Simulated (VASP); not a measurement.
A run of VASP 6.6.1 is set up as follows.

Contents of INCAR:

```
PREC = Accurate
ENCUT = 520
EDIFF = 1E-6
ISMEAR = -1
SIGMA = 0.02
LREAL = F
LASPH = T
NELM = 80
ALGO = Normal
ISIF = 2
LWAVE = F
LCHARG = F
GGA = PE
NBANDS = 26
```

The input KPOINTS:

```
Automatic mesh
0
Gamma
  9 9 4
```

POSCAR

```
CuF
1.0
    3.3611902953      0.0000000000      0.0000000000
   -1.6805951476      2.9108761827      0.0000000000
    0.0000000000      0.0000000000      5.3028612579
Cu F
2 2
Direct
    0.0000000000      0.0000000000      0.0000000000
    0.0000000000      0.0000000000      0.5000000000
    0.3333333333      0.6666666667      0.2500000000
    0.6666666667      0.3333333333      0.7500000000
```

Potentials or basis: VASP PAW PBE potentials, release 64 (Cu, F).

Launch:

```console
$ cat potpaw_PBE.64/Cu/POTCAR potpaw_PBE.64/F/POTCAR > POTCAR
$ mpirun -np 1 vasp_std > vasp.out
```

**Question.** Estimate the pressure.

**Answer.** -4.3 GPa.

**Question.** Predict the band gap on the k mesh.

**Answer.** Zero (band 18 reaches 3.06 eV, above the bottom of band 19 at 2.90 eV).

Stress tensor (GPa, compression positive):
```
-4.11  0.00  0.00
 0.00 -4.11  0.00
 0.00  0.00 -4.56
```

Caveat: semilocal functionals often make such compounds metallic where correlation or magnetic order opens a gap, which also shifts bond lengths.
